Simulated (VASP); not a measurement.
# Be2CdO3 (P2/m) in VASP: relaxation of cell and atoms with PBE

Aim: the relaxation of cell and atoms of Be2CdO3 with PBE.

All numbers are computed with VASP 6.6.1; they aren't measurements. Logs are shortened: lines on timing, memory, paths and dates and some standing lists are left out, and cuts for length are marked.

## Step 1: The cell of the first run

It takes space group P2/m (No. 10, monoclinic). The conventional cell has a = 3.055 Å, b = 4.586 Å, c = 4.540 Å, α = 90.00°, β = 95.35°, γ = 90.00°. Be (site symmetry 2) has 1 O at 1.52 Å and 1 Be at 1.55 Å within 2.0 Å. Within 2.0 Å of Cd (site symmetry 2/m) lie 2 O at 1.53 Å. Within 2.0 Å of O (site symmetry 2/m) lie 2 Be at 1.52 Å. Within 3.1 Å of O (site symmetry 2/m) lie 4 O at 2.29 to 3.06 Å and 8 Be at 2.73 to 2.95 Å and 4 Cd at 2.76 Å. O (site symmetry 2/m) has 2 Cd at 1.53 Å within 2.0 Å.

The cell was built from a structure type or drawn by symmetry, and may not be a known phase.

## Step 2: Relaxation of cell and atoms, PBE

File INCAR:

```
  PREC = Accurate
  ENCUT = 600
  EDIFF = 1E-7
  ISMEAR = 0
  SIGMA = 0.15
  LREAL = F
  LASPH = T
  NELM = 120
  ALGO = Normal
  ISIF = 3
  LWAVE = F
  LCHARG = F
  GGA = PE
  IBRION = 2
  NSW = 36
  EDIFFG = -0.08
  GGA_COMPAT = F
  NELMIN = 4
```

File KPOINTS:

```
Automatic mesh
0
Gamma
  4 3 3
```

File POSCAR:

```
Be2CdO3
1.0
    3.0552353700      0.0000000000      0.0000000000
    0.0000000000      4.5859396600      0.0000000000
   -0.4232041400      0.0000000000      4.5205202700
Be Cd O
2 1 3
Direct
    0.5000000000      0.8315464800      0.0000000000
    0.5000000000      0.1684535200      0.0000000000
    0.5000000000      0.5000000000      0.5000000000
    0.5000000000      0.5000000000      0.0000000000
    0.0000000000      0.0000000000      0.5000000000
    0.0000000000      0.5000000000      0.5000000000
```

Potentials or basis: VASP PAW PBE potentials, release 64 (Be, Cd, O).

Started as:

```bash
$ cat potpaw_PBE.64/Be/POTCAR potpaw_PBE.64/Cd/POTCAR potpaw_PBE.64/O/POTCAR > POTCAR
$ mpirun -np 1 vasp_std > vasp.out
```

OUTCAR:

```text
PREC = Accurate
   ENCUT = 600
   EDIFF = 1E-7
   ISMEAR = 0
   LREAL = F
   LASPH = T
   NELM = 120
   ISIF = 3
   GGA = PE
   IBRION = 2
   NSW = 36
   EDIFFG = -0.08
   NELMIN = 4

 ion  position               nearest neighbor table
   1  0.500  0.832  0.000-   4 1.52   2 1.55   3 2.73   3 2.73
   2  0.500  0.168  0.000-   4 1.52   1 1.55   3 2.73   3 2.73
   3  0.500  0.500  0.500-   6 1.53   6 1.53   4 2.27   4 2.27   1 2.73   2 2.73   1 2.73   2 2.73
                             5 2.76   5 2.76   5 2.76   5 2.76
   4  0.500  0.500  0.000-   1 1.52   2 1.52   3 2.27   3 2.27
   5  0.000  0.000  0.500-   3 2.76   3 2.76   3 2.76   3 2.76
   6  0.000  0.500  0.500-   3 1.53   3 1.53

  LATTYP: Found a simple monoclinic cell.
 ALAT       =     3.0552353700
 B/A-ratio  =     1.5010102675
 C/A-ratio  =     1.4860678028
 COS(beta)  =    -0.0932108803

  Lattice vectors:

 A1 = (   3.0552353700,   0.0000000000,   0.0000000000)
 A2 = (   0.0000000000,   4.5859396600,   0.0000000000)
 A3 = (  -0.4232041400,   0.0000000000,   4.5205202700)

Analysis of symmetry for initial positions (statically):
=====================================================================
 Subroutine PRICEL returns:
 Original cell was already a primitive cell.

 Routine SETGRP: Setting up the symmetry group for a
 simple monoclinic supercell.

 Subroutine GETGRP returns: Found  4 space group operations
 (whereof  4 operations were pure point group operations)
 out of a pool of  4 trial point group operations.

The static configuration has the point symmetry C_2h.

Analysis of symmetry for dynamics (positions and initial velocities):
=====================================================================
 Subroutine PRICEL returns:
 Original cell was already a primitive cell.

 Routine SETGRP: Setting up the symmetry group for a
 simple monoclinic supercell.

 Subroutine GETGRP returns: Found  4 space group operations
 (whereof  4 operations were pure point group operations)
 out of a pool of  4 trial point group operations.

The dynamic configuration has the point symmetry C_2h.

 Subroutine INISYM returns: Found  4 space group operations
 (whereof  4 operations are pure point group operations),
 and found     1 'primitive' translations

----------------------------------------------------------------------------------------

                                     Primitive cell

  volume of cell :      63.3376

  direct lattice vectors                    reciprocal lattice vectors
     3.055235370  0.000000000  0.000000000     0.327307025  0.000000000  0.030641979
     0.000000000  4.585939660  0.000000000     0.000000000  0.218057819  0.000000000
    -0.423204140  0.000000000  4.520520270     0.000000000  0.000000000  0.221213476

  length of vectors
     3.055235370  4.585939660  4.540286913     0.328738223  0.218057819  0.221213476

  position of ions in fractional coordinates (direct lattice)
     0.500000000  0.831546480  0.000000000
     0.500000000  0.168453520  0.000000000
     0.500000000  0.500000000  0.500000000
     0.500000000  0.500000000  0.000000000
     1.000000000  0.000000000  0.500000000
     1.000000000  0.500000000  0.500000000

  ion indices of the primitive-cell ions
   primitive index   ion index
                 1           1
                 2           2
                 3           3
                 4           4
                 5           5
                 6           6

----------------------------------------------------------------------------------------

 KPOINTS: Automatic mesh

Automatic generation of k-mesh.
 Grid dimensions read from file:
 generate k-points for:    4    3    3

 Generating k-lattice:

  Cartesian coordinates                     Fractional coordinates (reciprocal lattice)
     0.081826756  0.000000000  0.007660495     0.250000000  0.000000000 -0.000000000
     0.000000000  0.072685940  0.000000000     0.000000000  0.333333333  0.000000000
     0.000000000  0.000000000  0.073737825     0.000000000  0.000000000  0.333333333

  Length of vectors
     0.082184556  0.072685940  0.073737825

  Shift w.r.t. Gamma in fractional coordinates (k-lattice)
     0.000000000  0.000000000  0.000000000

 Subroutine IBZKPT returns following result:
 ===========================================

 Found     14 irreducible k-points:

 Following reciprocal coordinates:
            Coordinates               Weight
  0.000000  0.000000  0.000000      1.000000
  0.250000  0.000000  0.000000      2.000000
  0.500000  0.000000  0.000000      1.000000
  0.000000  0.333333  0.000000      2.000000
  0.250000  0.333333  0.000000      4.000000
  0.500000  0.333333  0.000000      2.000000
  0.000000  0.000000  0.333333      2.000000
  0.250000  0.000000  0.333333      2.000000
  0.500000  0.000000  0.333333      2.000000
 -0.250000  0.000000  0.333333      2.000000
  0.000000  0.333333  0.333333      4.000000
  0.250000  0.333333  0.333333      4.000000
  0.500000  0.333333  0.333333      4.000000
 -0.250000  0.333333  0.333333      4.000000
   k-points           NKPTS =     14   k-points in BZ     NKDIM =     14   number of bands    NBANDS=     21
   number of dos      NEDOS =    301   number of ions     NIONS =      6
   total plane-waves  NPLWV =  34560
   dimension x,y,z NGX =    24 NGY =   40 NGZ =   36
   dimension x,y,z NGXF=    48 NGYF=   80 NGZF=   72
   ions per type =               2   1   3
   NGX,Y,Z   is equivalent  to a cutoff of  13.06, 14.50, 13.18 a.u.
   NGXF,Y,Z  is equivalent  to a cutoff of  26.12, 29.00, 26.36 a.u.
 SYSTEM =  unknown system
   PREC   = accura    normal or accurate (medium, high low for compatibility)
   ISTART =      0    job   : 0-new  1-cont  2-samecut
   ICHARG =      2    charge: 1-file 2-atom 10-const
   ISPIN  =      1    spin polarized calculation?
   LNONCOLLINEAR =      F non collinear calculations
   LSORBIT =      F    spin-orbit coupling
   LASPH  =      T    aspherical Exc in radial PAW
   ENCUT  =  600.0 eV  44.10 Ry    6.64 a.u.   6.10  9.16  9.07*2*pi/ulx,y,z
   NELM   =    120;   NELMIN=  4; NELMDL= -5     # of ELM steps
   EDIFF  = 0.1E-06   stopping-criterion for ELM
   LREAL  =      F    real-space projection
   EDIFFG = -.8E-01   stopping-criterion for IOM
   NSW    =     36    number of steps for IOM
   IBRION =      2    ionic relax: 0-MD 1-quasi-New 2-CG
   NFREE  =      1    steps in history (QN), initial steepest desc. (CG)
   ISIF   =      3    stress and relaxation
   ISYM   =      2    0-nonsym 1-usesym 2-fastsym
   POTIM  = 0.5000    time-step for ionic-motion
   TEBEG  =    0.0;   TEEND  =   0.0 temperature during run
   PSTRESS=    0.0 pullay stress
   NELECT =      34.0000    total number of electrons
   NUPDOWN=      -1.0000    fix difference up-down
   EMIN   =  10.00;   EMAX   =-10.00  energy-range for DOS
   EFERMI =   0.00;   METHOD = LEGACY
   ISMEAR =     0;   SIGMA  =   0.15  broadening in eV -4-tet -1-fermi 0-gaus
   EFERMI_NEDOS =   21; number of points for ismear=-14 and -15
   IALGO  =     38    algorithm
   IMIX   =      4    mixing-type and parameters
     AMIX     =   0.40;   BMIX     =  1.00
     AMIX_MAG =   1.60;   BMIX_MAG =  1.00
  volume/ion in A,a.u.               =      10.56        71.24
  Fermi-wavevector in a.u.,A,eV,Ry     =   1.330497  2.514275 24.085347  1.770223
  Thomas-Fermi vector in A             =   2.459580
   LORBIT       =      0    0 simple, 1 ext, 2 COOP (PROOUT), +10 PAW based schemes
   GGA     = PE    functional components
   LHFCALC =     F    Hartree Fock is set to
   AEXX    =    0.0000 exact exchange contribution
   IVDW    =     0    specifies the selected vdW correction
   LEPSILON=     F    determine dielectric tensor
   LRPA    =     F    only Hartree local field effects (RPA)
 conjugate gradient relaxation of ions
 non-spin polarized calculation
 Gauss-broadening in eV      SIGMA  =   0.15
  energy-cutoff  :      600.00
  volume of cell :       63.34
 maximum number of plane-waves:      2133
   NGX = 13   NGY = 19   NGZ = 19

--------------------------------------- Ionic step        1  -------------------------------------------

 number of electron      34.0000004 magnetization

 Free energy of the ion-electron system (eV)
  ---------------------------------------------------
  ext. energy  EPLUGINS =         0.00000000
  ---------------------------------------------------
  free energy    TOTEN  =       -12.27915565 eV

  energy without entropy =      -12.21932431  energy(sigma->0) =      -12.24923998

 E-fermi :   3.0781     XC(G=0): -10.5859

 val. band max:        3.0634678503   @ k =   0.2500   0.0000   0.3333
 cond. band min:       3.0795525706   @ k =   0.5000   0.3333   0.0000
 fundamental gap:      0.0160847203
 Fermi energy:         3.0780798879

 k-point     1 :       0.0000    0.0000    0.0000
  band No.  band energies     occupation
      1     -20.5054      2.00000
      2     -16.4985      2.00000
      3     -13.2437      2.00000
      4      -6.3281      2.00000
      5      -6.2690      2.00000
      6      -5.8043      2.00000
[... 438 lines left out ...]
  FREE ENERGIE OF THE ION-ELECTRON SYSTEM (eV)
  ---------------------------------------------------
  free  energy   TOTEN  =       -23.0283553032 eV

  energy  without entropy=      -22.9672801145  energy(sigma->0) =      -22.99781771

 E-fermi :   0.0092     XC(G=0):  -8.8415

 val. band max:        0.0055213792   @ k =  -0.2500   0.3333   0.3333
 cond. band min:       0.0251208401   @ k =   0.0000   0.0000   0.3333
 fundamental gap:      0.0195994610
 Fermi energy:         0.0092476828

 k-point     1 :       0.0000    0.0000    0.0000
  band No.  band energies     occupation
      1     -19.1882      2.00000
      2     -17.2686      2.00000
      3     -15.3340      2.00000
      4      -7.3451      2.00000
      5      -7.0911      2.00000
      6      -7.0644      2.00000
[... 310 lines left out ...]
      5      -7.6991      2.00000
      6      -7.5110      2.00000
[... 13 lines left out ...]
     20       4.1690      0.00000
     21       4.4087      0.00000

[... ionic steps 4 to 12 ...]

--------------------------------------- Ionic step       13  -------------------------------------------

 number of electron      34.0000017 magnetization

------------------------ aborting loop because EDIFF is reached ----------------------------------------

  FORCE on cell =-STRESS in cart. coord.  units (eV):
  Direction    XX          YY          ZZ          XY          YZ          ZX
  --------------------------------------------------------------------------------------
  -------------------------------------------------------------------------------------
  Total        0.4178823      0.6794527     -0.1344597      0.0000000      0.0000000     -0.3779644
  in kB        6.9066824     11.2298708     -2.2223250      0.0000000      0.0000000     -6.2469268
  external PRESSURE =       5.3047427 kB  Pullay stress =       0.0000000 kB
[... 65 lines left out ...]
  energy  without entropy=      -23.4958573928  energy(sigma->0) =      -23.53004313

--------------------------------------- Ionic step       15  -------------------------------------------

 number of electron      34.0000016 magnetization

 Free energy of the ion-electron system (eV)
  ---------------------------------------------------
  ext. energy  EPLUGINS =         0.00000000
  ---------------------------------------------------
  free energy    TOTEN  =       -23.56792139 eV

  energy without entropy =      -23.50093713  energy(sigma->0) =      -23.53442926

 E-fermi :  -0.3343     XC(G=0):  -8.5521

 val. band max:       -0.3640978061   @ k =   0.0000   0.0000   0.3333
 cond. band min:      -0.3313902198   @ k =   0.2500   0.3333   0.3333
 fundamental gap:      0.0327075863
 Fermi energy:        -0.3343303336

 k-point     1 :       0.0000    0.0000    0.0000
  band No.  band energies     occupation
      1     -19.2556      2.00000
      2     -17.8782      2.00000
      3     -15.6094      2.00000
      4      -7.6173      2.00000
      5      -7.4871      2.00000
      6      -7.4361      2.00000
[... 358 lines left out ...]
  FREE ENERGIE OF THE ION-ELECTRON SYSTEM (eV)
  ---------------------------------------------------
  free  energy   TOTEN  =       -23.5679213871 eV

  energy  without entropy=      -23.5009371326  energy(sigma->0) =      -23.53442926

 reached required accuracy - stopping structural energy minimisation
```

Wall time 7.2 min (1 thread of Intel Xeon 8259CL, shared host); peak memory 0.2 GiB.

Results:

| Property | Result |
| --- | --- |
| Free energy | -23.5679 eV |
| Relaxed volume | 16.18 Å³/atom |
| Relaxed cell | a = 3.938 Å, b = 4.787 Å, c = 5.244 Å, α = 90.00°, β = 100.96°, γ = 90.00° |
| Space group after relaxing (to 0.1 Å) | P2/m (No. 10) |
| Energy gained by relaxing | 1881.5 meV/atom |
| Ionic steps | 15 |
| Pressure after relaxing | 0.1 GPa |
| Largest force after relaxing | 0.070 eV/Å |
| Band gap on the k mesh | zero (bands 17 and 18 overlap by 0.34 eV) |

Forces on the atoms (eV/Å):
```
Be   0.000  0.070  0.000
Be   0.000 -0.070  0.000
Cd   0.000  0.000  0.000
O    0.000  0.000  0.000
O    0.000  0.000  0.000
O    0.000  0.000  0.000
```

The path:
```tsv
step	energy change (eV)	largest force (eV/Å)	pressure (GPa)	volume (Å³)
1	0.0000	9.2438	92.21	63.34
2	-1.1364	17.1104	-6.81	127.10
3	-10.7492	3.5334	4.89	90.14
4	-10.8219	3.0014	6.32	88.59
5	-10.8517	2.4618	7.94	87.05
6	-10.8443	3.1616	-4.12	96.31
7	-11.0779	0.6502	1.10	91.35
8	-11.1894	0.3086	-0.06	93.94
9	-11.2558	0.2738	-1.28	97.70
10	-11.2569	0.3684	-1.42	98.26
11	-11.2807	0.3292	-0.04	97.39
12	-11.2829	0.1724	-0.37	97.59
13	-11.2842	0.2657	0.53	96.94
14	-11.2851	0.0934	0.18	97.19
15	-11.2888	0.0700	0.12	97.06
```

Final structure:
```
Be Cd O
1.0
     3.93422    0.00000   -0.18005
     0.00000    4.78703    0.00000
    -0.76077    0.00000    5.18836
Be Cd O
2 1 3
Direct
  0.50000 0.79408 0.00000
  0.50000 0.20592 0.00000
  0.50000 0.50000 0.50000
  0.50000 0.50000 0.00000
  0.00000 0.00000 0.50000
  0.00000 0.50000 0.50000
```

Levels at points of the mesh, in eV from the Fermi level:
```
           k point  band 15  band 16  band 17  band 18  band 19  band 20
(0.00, 0.00, 0.00)    -1.41    -0.59    -0.25     1.09     2.57     4.85
(0.50, 0.00, 0.00)    -0.66    -0.14     0.20     1.23     3.24     4.64
```

Caveat: the k points lie up to 0.44 Å⁻¹ apart in the final cell; the volume moved by over 15 % at a fixed basis, so the end points are rough; semilocal functionals underestimate gaps, so a narrow gap can read as zero; the relaxation stopped at a loose force limit of 0.08 eV/Å, so its end isn't a converged minimum.
